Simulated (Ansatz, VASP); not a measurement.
**CoO: VASP beside Ansatz**

Contents of INCAR:

```
SYSTEM = CoO
PREC = Accurate ; ENCUT = 700
EDIFF = 1E-6 ; ISMEAR = 0
SIGMA = 0.1 ; LREAL = .False.
LASPH = .True. ; NELM = 200
ALGO = Normal ; ISIF = 2
LWAVE = .False. ; LCHARG = .False.
ISPIN = 2 ; MAGMOM = 3 0
LORBIT = 11 ; LMAXMIX = 4
LDAU = .True. ; LDAUTYPE = 2
LDAUL = 2 -1 ; LDAUU = 3.32 0
LDAUJ = 0 0 ; LDAUPRINT = 1
GGA = PE ; NBANDS = 22
GGA_COMPAT = .False.
```

Contents of KPOINTS:

```
regular mesh
0
Gamma
  8 8 8
  0 0 0
```

POSCAR

```
CoO
1.0
    0.0000000000      2.2103298239      2.2103298239
    2.2103298239      0.0000000000      2.2103298239
    2.2103298239      2.2103298239      0.0000000000
Co O
1 1
Direct
    0.0000000000      0.0000000000      0.0000000000
    0.2500000000      0.2500000000      0.2500000000
```

Input for Ansatz:

```yaml
crystal:
  lattice:
    - [0.0, 2.2103298239, 2.2103298239]
    - [2.2103298239, 0.0, 2.2103298239]
    - [2.2103298239, 2.2103298239, 0.0]
  atoms:
    - { symbol: Co, position: [0.0, 0.0, 0.0], spin: 3.0 }
    - { symbol: O, position: [0.25, 0.25, 0.25] }
basis:
  ecutwfc: 420
kpoints:
  mp_grid: { grid: [8, 8, 8] }
hamiltonian:
  xc: pbe
  hubbard: { sites: [{ species: Co, l: d, u_eff: 3.32 }] }
scf:
  occupations: { method: gaussian, width: 0.1 }
  lower_state_search: "off"
output:
  forces: true
  stress: true
  eigenvalues: true
  populations: true
magnetization:
  spin_polarized: true
```

Alike in both runs: task single point; functional PBE; k mesh 8 × 8 × 8; occupations gaussian, width 0.1 eV; collinear spin; Hubbard terms Co d U = 3.32 eV.

|  | VASP | Ansatz |
| --- | --- | --- |
| version | VASP 6.6.1 | Ansatz 0.2.0 |
| potentials or method | VASP PAW PBE potentials, release 64 (Co_sv, O), cutoff 700 eV | scalar-relativistic, plane waves, PAW |
| valence electrons in the cell | 23 | 23 |

VASP gave:

| Item | Value |
| --- | --- |
| gap on the k mesh at the Fermi level (eV) | 0.30 |
| least direct gap on the mesh (eV) | 0.30 |
| pressure (GPa) | 23.6 |
| net moment per atom (μB) | 1.50 |
| size of the moment on the site where the two differ most (μB) | 2.58 |

Question: Estimate Ansatz's values.

Answer: gap on the k mesh at the Fermi level (eV): 0.32; least direct gap on the mesh (eV): 0.32; pressure (GPa): 25.6; net moment per atom (μB): 1.50; size of the moment on the site where the two differ most (μB): 2.40.

Site moments also hang on the region over which each program counts them. The programs project onto different local orbitals, so the same U acts differently, and such runs can settle in different states.
